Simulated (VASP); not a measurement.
Input of a VASP 6.6.1 run:

The input INCAR:

```
SYSTEM = NiSb2
PREC = Accurate
ENCUT = 520
EDIFF = 1E-6
ISMEAR = 0
SIGMA = 0.1
LREAL = .False.
LASPH = .True.
NELM = 80
ALGO = Normal
ISIF = 2
LWAVE = .False.
LCHARG = .True.
GGA = PS
LELF = .True.
LVHAR = .True.
NBANDS = 29
```

KPOINTS

```
regular mesh
0
Gamma
  8 6 10
  0 0 0
```

POSCAR

```
NiSb2
1.0
    5.0343639940      0.0000000000      0.0000000000
    0.0000000000      6.1707606595      0.0000000000
    0.0000000000      0.0000000000      3.7467267700
Ni Sb
2 4
Direct
    0.0000000000      0.0000000000      0.0000000000
    0.5000000000      0.5000000000      0.5000000000
    0.2200428796      0.3566789247      0.0000000000
    0.7799571204      0.6433210753      0.0000000000
    0.7200428796      0.1433210753      0.5000000000
    0.2799571204      0.8566789247      0.5000000000
```

Potentials or basis: VASP PAW PBE potentials, release 64 (Ni, Sb).

Run with:

```console
$ cat potpaw_PBE.64/Ni/POTCAR potpaw_PBE.64/Sb/POTCAR > POTCAR
$ mpirun -np 1 vasp_std > vasp.out
```

Q: What does it give for the largest force?

A: 0.039 eV/Å.

Q: Predict the pressure.

A: 7.2 GPa.

Q: Estimate the band gap on the k mesh.

A: Zero (bands 20 and 21 overlap by 1.93 eV).

Stress tensor (GPa, compression positive):
```
7.22 0.00 0.00
0.00 7.25 0.00
0.00 0.00 7.06
```

Caveat: the cell stands under pressure; the PAW data sets were made with another functional, which shifts forces and pressure a little; spin-orbit coupling is left out, which moves the levels of the heavy elements. Spin polarisation is off, so any magnetic state and its effect on volume and gap are missing.
